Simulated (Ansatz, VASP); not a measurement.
# Ge: VASP beside Ansatz

The input INCAR:

```
SYSTEM = Ge
ALGO     = Normal         ! electronic algorithm
EDIFF    = 1E-6           ! SCF threshold, eV
ENCUT    = 520            ! plane-wave cutoff, eV
GGA      = PS             ! functional
ISIF     = 2              ! what is computed and relaxed
ISMEAR   = 0              ! smearing method
LASPH    = .TRUE.         ! aspherical terms in the spheres
LCHARG   = .FALSE.        ! write CHGCAR
LREAL    = .FALSE.        ! projectors in reciprocal space
LWAVE    = .FALSE.        ! write WAVECAR
NBANDS   = 66             ! bands
NELM     = 100            ! most SCF steps
PREC     = Accurate       ! precision mode
SIGMA    = 0.15           ! smearing width, eV
```

KPOINTS

```
k-points
0
G
  8 8 8
  0 0 0
```

Contents of POSCAR:

```
Ge
1.0
   -3.4176181512      3.4176181512      3.4176181512
    3.4176181512     -3.4176181512      3.4176181512
    3.4176181512      3.4176181512     -3.4176181512
Ge
8
Direct
    0.5000000000      0.0000000000      0.7958385091
    0.7958385091      0.5000000000      0.0000000000
    0.0000000000      0.7958385091      0.5000000000
    0.7041614909      0.7041614909      0.7041614909
    0.5000000000      0.0000000000      0.2041614909
    0.2041614909      0.5000000000      0.0000000000
    0.0000000000      0.2041614909      0.5000000000
    0.2958385091      0.2958385091      0.2958385091
```

Input for Ansatz:

```yaml
crystal:
  lattice:
    - [-3.4176181512, 3.4176181512, 3.4176181512]
    - [3.4176181512, -3.4176181512, 3.4176181512]
    - [3.4176181512, 3.4176181512, -3.4176181512]
  atoms:
    - { symbol: Ge, position: [0.5, 0.0, 0.7958385091] }
    - { symbol: Ge, position: [0.7958385091, 0.5, 0.0] }
    - { symbol: Ge, position: [0.0, 0.7958385091, 0.5] }
    - { symbol: Ge, position: [0.7041614909, 0.7041614909, 0.7041614909] }
    - { symbol: Ge, position: [0.5, 0.0, 0.2041614909] }
    - { symbol: Ge, position: [0.2041614909, 0.5, 0.0] }
    - { symbol: Ge, position: [0.0, 0.2041614909, 0.5] }
    - { symbol: Ge, position: [0.2958385091, 0.2958385091, 0.2958385091] }
basis:
  ecutwfc: 420
kpoints:
  mp_grid: { grid: [8, 8, 8] }
hamiltonian:
  xc: pbesol
scf:
  occupations: { method: gaussian, width: 0.15 }
output:
  forces: true
  stress: true
  eigenvalues: true
```

Change from the starting cell: strain -0.015 along x and y, -0.015 along z, atoms carried along.

Alike in both runs: task single point; functional PBEsol; k mesh 8 × 8 × 8; occupations gaussian, width 0.15 eV; no spin polarisation.

```csv
,VASP,Ansatz
version,VASP 6.6.1,Ansatz 0.2.0
potentials or method,"VASP PAW PBE potentials, release 64 (Ge_d), cutoff 520 eV","scalar-relativistic, plane waves, PAW"
valence electrons in the cell,112,112
```

|  | VASP | Ansatz | Ansatz less VASP |
| --- | --- | --- | --- |
| gap on the k mesh at the Fermi level (eV) | none | none | - |
| pressure (GPa) | 3.4 | 3.5 | +0.10 |
| rms of the force components (eV/Å) | 0.087 | 0.089 | +0.0020 |

VASP's potentials were made for PBE, not for PBEsol. Atom by atom the forces differ by 0.002 eV/Å (rms over components). A gap of «none» marks a metal or a gap that the smearing closes.
